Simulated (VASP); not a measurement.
Wanted: the native input for a VASP 6.6.1 run.

| Quantity | Value |
| --- | --- |
| Task | single point |
| Functional | PBE |
| Potentials or basis | VASP PAW PBE potentials, release 64 (Sn_d, O) |
| Cutoff | 520 eV |
| k mesh | 6 × 6 × 6 |
| Occupations | gaussian, width 0.05 eV |
| Spin | no spin polarisation |
| Dipole correction | no |
| Further INCAR settings | ALGO = Normal; EDIFF = 1e-07; NBANDS = 64 |

The structure of SnO2 lies in POSCAR:

```
SnO2
1.0
    4.7147765392      0.0000000000      0.0000000000
    0.0000000000      5.2904211578      0.0000000000
    0.0000000000      0.0000000000      5.2217936156
Sn O
4 8
Direct
    0.5000000000      0.6651654903      0.7500000000
    0.0000000000      0.8348345097      0.2500000000
    0.5000000000      0.3348345097      0.2500000000
    0.0000000000      0.1651654903      0.7500000000
    0.7301204269      0.6070551965      0.0781681516
    0.2301204269      0.8929448035      0.9218318484
    0.7698795731      0.8929448035      0.5781681516
    0.2698795731      0.6070551965      0.4218318484
    0.7301204269      0.3929448035      0.5781681516
    0.2301204269      0.1070551965      0.4218318484
    0.7698795731      0.1070551965      0.0781681516
    0.2698795731      0.3929448035      0.9218318484
```

The input as run:

INCAR

```
ALGO = Normal
EDIFF = 1E-7
ENCUT = 520
GGA = PE
ISIF = 2
ISMEAR = 0
LASPH = T
LCHARG = F
LREAL = F
LWAVE = F
NBANDS = 64
NELM = 100
PREC = Accurate
SIGMA = 0.05
```

KPOINTS

```
k-points
0
Gamma
  6 6 6
```

Potentials or basis: VASP PAW PBE potentials, release 64 (Sn_d, O).

Run with:

```console
$ cat potpaw_PBE.64/Sn_d/POTCAR potpaw_PBE.64/O/POTCAR > POTCAR
$ mpirun -np 1 vasp_std > vasp.out
```

It gave:

| Quantity | Value |
| --- | --- |
| Pressure | 32.5 GPa |
| Largest force | 0.634 eV/Å |
| Band gap on the k mesh | 2.15 eV |

Caveat: the cell stands under pressure; spin-orbit coupling is left out, which moves the levels of the heavy elements.

Run time: 7.2 min on 1 thread of Intel(R) Xeon(R) Platinum 8124M CPU @ 3.00GHz (Skylake/Cascade Lake) (shared host), peak memory 0.48 GiB.
